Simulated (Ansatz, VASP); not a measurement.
# Ni in VASP and in Ansatz

```
CELL_PARAMETERS angstrom
0.00000 1.73157 1.73157
1.73157 0.00000 1.73157
1.73157 1.73157 0.00000
ATOMIC_POSITIONS crystal
Ni 0.00000 0.00000 0.00000
```

Alike in both runs: functional PBEsol; k mesh 20 × 20 × 20; occupations gaussian, width 0.1 eV; collinear spin.

Ansatz relaxed the structure, and its values are those at the end. VASP's run is a single point on that final structure, the one shown.

|  | VASP | Ansatz |
| --- | --- | --- |
| version | VASP 6.6.1 | Ansatz 0.2.0 |
| potentials or method | VASP PAW PBE potentials, release 64 (Ni), cutoff 520 eV | scalar-relativistic, plane waves, PAW |
| valence electrons in the cell | 10 | 18 |

|  | VASP | Ansatz | Ansatz less VASP |
| --- | --- | --- | --- |
| gap on the k mesh at the Fermi level (eV) | none | none | - |
| pressure (GPa) | -0.1 | 0.0 | +0.08 |
| net moment per atom (μB) | 0.62 | 0.63 | +0.010 |
| size of the moment on the site where the two differ most (μB) | 0.63 | 0.67 | +0.039 |

VASP's potentials were made for PBE, not for PBEsol. Site moments also hang on the region over which each program counts them. A gap of «none» marks a metal or a gap that the smearing closes. With one functional, cell and mesh, what is left measures potentials, basis and numerics. VASP's potentials hold 10 valence electrons a cell and Ansatz's 18, so a difference there can come from the potentials and not from the codes.
